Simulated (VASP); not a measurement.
# ZrPt (Cmcm) in VASP: notebook, part 2 of 2

VASP 6.6.1. Earlier steps stand in the parts before.

**3. Electric field gradients, LDA**

The input, INCAR:

```
ALGO = Normal
EDIFF = 1E-8
ENCUT = 520
GGA = CA
ISIF = 2
ISMEAR = -1
LASPH = True
LCHARG = False
LEFG = True
LREAL = False
LWAVE = False
NBANDS = 30
NELM = 100
PREC = Accurate
SIGMA = 0.05
```

The input, KPOINTS:

```
k-points
0
Gamma
  11 11 9
```

The input, POSCAR:

```
ZrPt
1.0
    1.7166625600     -5.2034075150      0.0000000000
    1.7166625600      5.2034075150      0.0000000000
    0.0000000000      0.0000000000      4.2824315000
Zr Pt
2 2
Direct
    0.8587498400      0.1412501600      0.7500000000
    0.1412501600      0.8587498400      0.2500000000
    0.5922648800      0.4077351200      0.7500000000
    0.4077351200      0.5922648800      0.2500000000
```

Potentials or basis: VASP PAW LDA potentials, release 64 (Zr_sv, Pt).

The run is started by

```console
$ cat potpaw_LDA.64/Zr_sv/POTCAR potpaw_LDA.64/Pt/POTCAR > POTCAR
$ mpirun -np 1 vasp_std > vasp.out
```

OUTCAR:

```text
EDIFF = 1E-8
   ENCUT = 520
   GGA = CA
   ISIF = 2
   ISMEAR = -1
   LASPH = True
   LREAL = False
   NELM = 100
   PREC = Accurate

 ion  position               nearest neighbor table
   1  0.859  0.141  0.750-   3 2.77   4 2.79   4 2.79   4 2.79   4 2.79   3 2.98   3 2.98   2 3.56
                             2 3.56   2 3.56   2 3.56   2 3.64   2 3.64
   2  0.141  0.859  0.250-   4 2.77   3 2.79   3 2.79   3 2.79   3 2.79   4 2.98   4 2.98   1 3.56
                             1 3.56   1 3.56   1 3.56   1 3.64   1 3.64
   3  0.592  0.408  0.750-   1 2.77   2 2.79   2 2.79   2 2.79   2 2.79   4 2.88   4 2.88   1 2.98
                             1 2.98
   4  0.408  0.592  0.250-   2 2.77   1 2.79   1 2.79   1 2.79   1 2.79   3 2.88   3 2.88   2 2.98
                             2 2.98

  LATTYP: Found a base centered orthorhombic cell.
 ALAT       =     3.4333251200
 B/A-ratio  =     3.0311184249
 C/A-ratio  =     1.2473131295

  Lattice vectors:

 A1 = (   1.7166625600,  -5.2034075150,   0.0000000000)
 A2 = (   1.7166625600,   5.2034075150,   0.0000000000)
 A3 = (   0.0000000000,   0.0000000000,   4.2824315000)

Analysis of symmetry for initial positions (statically):
=====================================================================
 Subroutine PRICEL returns:
 Original cell was already a primitive cell.

 Routine SETGRP: Setting up the symmetry group for a
 base centered orthorhombic supercell.

 Subroutine GETGRP returns: Found  8 space group operations
 (whereof  4 operations were pure point group operations)
 out of a pool of  8 trial point group operations.

The static configuration has the point symmetry C_2h.
 The point group associated with its full space group is D_2h.

Analysis of symmetry for dynamics (positions and initial velocities):
=====================================================================
 Subroutine PRICEL returns:
 Original cell was already a primitive cell.

 Routine SETGRP: Setting up the symmetry group for a
 base centered orthorhombic supercell.

 Subroutine GETGRP returns: Found  8 space group operations
 (whereof  4 operations were pure point group operations)
 out of a pool of  8 trial point group operations.

The dynamic configuration has the point symmetry C_2h.
 The point group associated with its full space group is D_2h.

 Subroutine INISYM returns: Found  8 space group operations
 (whereof  4 operations are pure point group operations),
 and found     1 'primitive' translations

----------------------------------------------------------------------------------------

                                     Primitive cell

  volume of cell :      76.5056

  direct lattice vectors                    reciprocal lattice vectors
     1.716662560 -5.203407515  0.000000000     0.291262833 -0.096090879  0.000000000
     1.716662560  5.203407515  0.000000000     0.291262833  0.096090879  0.000000000
     0.000000000  0.000000000  4.282431500     0.000000000  0.000000000  0.233512200

  length of vectors
     5.479268210  5.479268210  4.282431500     0.306704246  0.306704246  0.233512200

  position of ions in fractional coordinates (direct lattice)
     0.858749840  0.141250160  0.750000000
     0.141250160  0.858749840  0.250000000
     0.592264880  0.407735120  0.750000000
[... 94 lines left out ...]
   EFERMI =   0.00;   METHOD = LEGACY
   ISMEAR =    -1;   SIGMA  =   0.05  broadening in eV -4-tet -1-fermi 0-gaus
   EFERMI_NEDOS =   21; number of points for ismear=-14 and -15
   IALGO  =     38    algorithm
   IMIX   =      4    mixing-type and parameters
     AMIX     =   0.40;   BMIX     =  1.00
     AMIX_MAG =   1.60;   BMIX_MAG =  1.00
  volume/ion in A,a.u.               =      19.13       129.07
  Fermi-wavevector in a.u.,A,eV,Ry     =   1.361428  2.572726 25.218208  1.853486
  Thomas-Fermi vector in A             =   2.488005
   LORBIT       =      0    0 simple, 1 ext, 2 COOP (PROOUT), +10 PAW based schemes
   GGA     = CA    functional components
   LHFCALC =     F    Hartree Fock is set to
   AEXX    =    0.0000 exact exchange contribution
   IVDW    =     0    specifies the selected vdW correction
   LEPSILON=     F    determine dielectric tensor
   LRPA    =     F    only Hartree local field effects (RPA)
 non-spin polarized calculation
  energy-cutoff  :      520.00
  volume of cell :       76.51
 maximum number of plane-waves:      2084
 NGX is ok and might be reduce to    42
   NGX = 21   NGY = 21   NGZ = 15

 number of electron      44.0000000 magnetization

 Free energy of the ion-electron system (eV)
  ---------------------------------------------------
  ext. energy  EPLUGINS =         0.00000000
  ---------------------------------------------------
  free energy    TOTEN  =       -37.95313023 eV

  energy without entropy =      -37.93829473  energy(sigma->0) =      -37.94571248

 E-fermi :   9.9722     XC(G=0): -12.2346

 val. band max:        9.9511095276   @ k =  -0.4545   0.0909   0.0000
 cond. band min:       9.9768762901   @ k =  -0.1818   0.0909   0.3333
 fundamental gap:      0.0257667625
 Fermi energy:         9.9722121413

 k-point     1 :       0.0000    0.0000    0.0000
  band No.  band energies     occupation
      1     -39.0170      2.00000
      2     -38.9811      2.00000
      3     -17.2776      2.00000
      4     -17.2604      2.00000
      5     -17.1195      2.00000
      6     -17.0754      2.00000
[... 781 lines left out ...]
     29      13.7231      0.00000
     30      14.1692      0.00000

 [... further k-points ...]
[... 5 lines left out ...]
  --------------------------------------------------------------------------------------
  -------------------------------------------------------------------------------------
  Total       -3.0540128     -3.7171028     -3.5601397      0.0000000      0.0000000      0.0000000
  in kB      -63.9570234    -77.8434289    -74.5563127      0.0000000      0.0000000      0.0000000
  external PRESSURE =     -72.1189217 kB  Pullay stress =       0.0000000 kB

 VOLUME and BASIS-vectors are now :
 -----------------------------------------------------------------------------
  energy-cutoff  :      520.00
  volume of cell :       76.51
      direct lattice vectors                 reciprocal lattice vectors
     1.716662560 -5.203407515  0.000000000     0.291262833 -0.096090879  0.000000000
     1.716662560  5.203407515  0.000000000     0.291262833  0.096090879  0.000000000
     0.000000000  0.000000000  4.282431500     0.000000000  0.000000000  0.233512200

 POSITION                                       TOTAL-FORCE (eV/Angst)
 -----------------------------------------------------------------------------------
      1.71666     -3.73344      3.21182         0.000000     -0.039305     -0.000000
      1.71666      3.73344      1.07061         0.000000      0.039305     -0.000000
      1.71666     -0.96018      3.21182         0.000000      0.083968      0.000000
      1.71666      0.96018      1.07061         0.000000     -0.083968      0.000000
 -----------------------------------------------------------------------------------
    total drift:                                0.000000      0.000000      0.000000

  FREE ENERGIE OF THE ION-ELECTRON SYSTEM (eV)
  ---------------------------------------------------
  free  energy   TOTEN  =       -37.9531302283 eV

  energy  without entropy=      -37.9382947327  energy(sigma->0) =      -37.94571248

 Electric field gradients (V/A^2)
---------------------------------------------------------------------
 ion       V_xx      V_yy      V_zz      V_xy      V_xz      V_yz
---------------------------------------------------------------------
   1      11.547    -7.409    -4.138     0.000     0.000     0.000
   2      11.547    -7.409    -4.138    -0.000     0.000    -0.000
   3     280.768  -170.133  -110.635    -0.000    -0.000     0.000
   4     280.768  -170.133  -110.635     0.000    -0.000     0.000
---------------------------------------------------------------------

 Electric field gradients after diagonalization (V/A^2)
 (convention: |V_zz| > |V_xx| > |V_yy|)
----------------------------------------------------------------------
 ion       V_xx      V_yy      V_zz     asymmetry (V_yy - V_xx)/ V_zz
----------------------------------------------------------------------
   1      -7.409    -4.138    11.547       0.283
   2      -7.409    -4.138    11.547       0.283
   3    -170.133  -110.635   280.768       0.212
   4    -170.133  -110.635   280.768       0.212
----------------------------------------------------------------------

           NMR quadrupolar parameters

 Cq : quadrupolar parameter    Cq=e*Q*V_zz/h
 eta: asymmetry parameters     (V_yy - V_xx)/ V_zz
 Q  : nuclear electric quadrupole moment in mb (millibarn)
----------------------------------------------------------------------
 ion       Cq(MHz)       eta       Q (mb)
----------------------------------------------------------------------
   1       0.028       0.283       1.000
   2       0.028       0.283       1.000
   3       0.679       0.212       1.000
   4       0.679       0.212       1.000
----------------------------------------------------------------------
```

OSZICAR:

```text
N       E                     dE             d eps       ncg     rms          rms(c)
DAV:   1     0.362783700557E+03    0.36278E+03   -0.23167E+04 10800   0.145E+03
DAV:   2    -0.146615800812E+02   -0.37745E+03   -0.36309E+03 12064   0.388E+02
DAV:   3    -0.389399349516E+02   -0.24278E+02   -0.23882E+02 18766   0.776E+01
DAV:   4    -0.400449429167E+02   -0.11050E+01   -0.11021E+01 13726   0.149E+01
DAV:   5    -0.400883576042E+02   -0.43415E-01   -0.43411E-01 15564   0.242E+00    0.207E+01
DAV:   6    -0.383500176553E+02    0.17383E+01   -0.28505E+00 11742   0.105E+01    0.808E+00
DAV:   7    -0.379914757589E+02    0.35854E+00   -0.15784E+00 14934   0.627E+00    0.181E+00
DAV:   8    -0.379595176911E+02    0.31958E-01   -0.15336E-01 13056   0.225E+00    0.119E+00
DAV:   9    -0.379531649590E+02    0.63527E-02   -0.26526E-02 12584   0.115E+00    0.229E-01
DAV:  10    -0.379531175225E+02    0.47436E-04   -0.10756E-03 14970   0.215E-01    0.617E-02
DAV:  11    -0.379531292313E+02   -0.11709E-04   -0.61167E-05 14832   0.437E-02    0.181E-02
DAV:  12    -0.379531302602E+02   -0.10289E-05   -0.97353E-06 15952   0.173E-02    0.387E-03
DAV:  13    -0.379531302420E+02    0.18204E-07   -0.34880E-07 12966   0.409E-03    0.105E-03
DAV:  14    -0.379531302286E+02    0.13431E-07   -0.34363E-08 10706   0.119E-03    0.169E-04
DAV:  15    -0.379531302283E+02    0.25557E-09   -0.23298E-09  7116   0.316E-04
   1 F= -.37953130E+02 E0= -.37945712E+02  d E =-.148355E-01
```

It took 7.3 min on 1 thread of Intel Xeon Platinum 8488C (Sapphire Rapids), shared host; peak memory 0.45 GiB.

What came out:

```yaml
Free_energy: -37.9531 eV
Pressure: -7.2 GPa
Largest_force: 0.084 eV/Å
Band_gap_on_the_k_mesh: zero (band 22 reaches 10.95 eV, above the bottom of band 23 at 9.43 eV)
```

Forces on the atoms (eV/Å):
```
Zr   0.000 -0.039  0.000
Zr   0.000  0.039  0.000
Pt   0.000  0.084  0.000
Pt   0.000 -0.084  0.000
```

Levels at points of the mesh, in eV from the Fermi level:
| k point | band 19 | band 20 | band 21 | band 22 | band 23 | band 24 | band 25 | band 26 |
| --- | --- | --- | --- | --- | --- | --- | --- | --- |
| (0.00, 0.00, 0.00) | -2.78 | -2.23 | -0.58 | 0.98 | 1.00 | 1.55 | 1.56 | 2.00 |

Electric field gradients, principal values (V/Å²):
| atom | least | middle | greatest (by size) |
| --- | --- | --- | --- |
| 1 Zr | -4.138 | -7.409 | 11.547 |
| 2 Zr | -4.138 | -7.409 | 11.547 |
| 3 Pt | -110.635 | -170.133 | 280.768 |
| 4 Pt | -110.635 | -170.133 | 280.768 |

Caveat: without QUAD_EFG the Cq values of the log hold for a quadrupole moment of 1 mb, not for the nuclei; spin-orbit coupling is left out, which moves the levels of the heavy elements.
